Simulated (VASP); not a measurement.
Crystal: B3C.

```
CELL_PARAMETERS angstrom
2.01000 1.16047 4.83333
-2.01000 1.16047 4.83333
0.00000 -2.32095 4.83333
ATOMIC_POSITIONS crystal
B 0.24100 0.80600 0.80600
B 0.80600 0.80600 0.24100
B 0.80600 0.24100 0.80600
B 0.19400 0.75900 0.19400
B 0.19400 0.19400 0.75900
B 0.75900 0.19400 0.19400
C 0.44600 0.44600 0.44600
C 0.55400 0.55400 0.55400
```

```yaml
Program: VASP 6.6.1
Task: relaxation of cell and atoms
Functional: PBE
Potentials_or_basis: VASP PAW PBE potentials, release 64 (B, C)
Cutoff: 600 eV
k_mesh: 5 × 5 × 5
Occupations: gaussian, width 0.2 eV
Spin: no spin polarisation
```

At the start: pressure -0.8 GPa; volume 8.46 Å³/atom.

Q: Where does the relaxation end?

A: Over 11 steps the energy falls by 44.6 meV/atom and the volume is 8.42 Å³/atom (-0.4 %); space group R-3m (No. 166, to 0.05 Å).

Step by step:
| step | energy change (eV) | largest force (eV/Å) | pressure (GPa) | volume (Å³) |
| --- | --- | --- | --- | --- |
| 1 | 0.0000 | 2.0131 | -0.81 | 67.64 |
| 2 | 0.2164 | 3.0132 | 1.29 | 67.22 |
| 3 | -0.2557 | 0.8882 | -1.45 | 67.47 |
| 4 | -0.2946 | 1.5993 | 0.05 | 66.75 |
| 5 | -0.3112 | 0.6156 | -0.63 | 66.99 |
| 6 | -0.3432 | 0.1013 | 1.78 | 66.48 |
| 7 | -0.3447 | 0.0732 | 2.46 | 66.34 |
| 8 | -0.3556 | 0.1509 | 0.16 | 67.19 |
| 9 | -0.3556 | 0.1549 | 0.11 | 67.20 |
| 10 | -0.3554 | 0.2401 | -0.53 | 67.49 |
| 11 | -0.3571 | 0.0378 | -0.20 | 67.34 |

Final structure:
```yaml
crystal:
  lattice:
    - [2.03898, 1.17720, 4.67596]
    - [-2.03898, 1.17720, 4.67596]
    - [0.00000, -2.35441, 4.67596]
  atoms:
    - { symbol: B, position: [0.23485, 0.80193, 0.80193] }
    - { symbol: B, position: [0.80193, 0.80193, 0.23485] }
    - { symbol: B, position: [0.80193, 0.23485, 0.80193] }
    - { symbol: B, position: [0.19807, 0.76515, 0.19807] }
    - { symbol: B, position: [0.19807, 0.19807, 0.76515] }
    - { symbol: B, position: [0.76515, 0.19807, 0.19807] }
    - { symbol: C, position: [0.44581, 0.44581, 0.44581] }
    - { symbol: C, position: [0.55419, 0.55419, 0.55419] }
```

Caveat: the k points lie up to 0.37 Å⁻¹ apart in the final cell; the relaxation stopped at a loose force limit of 0.08 eV/Å, so its end isn't a converged minimum.
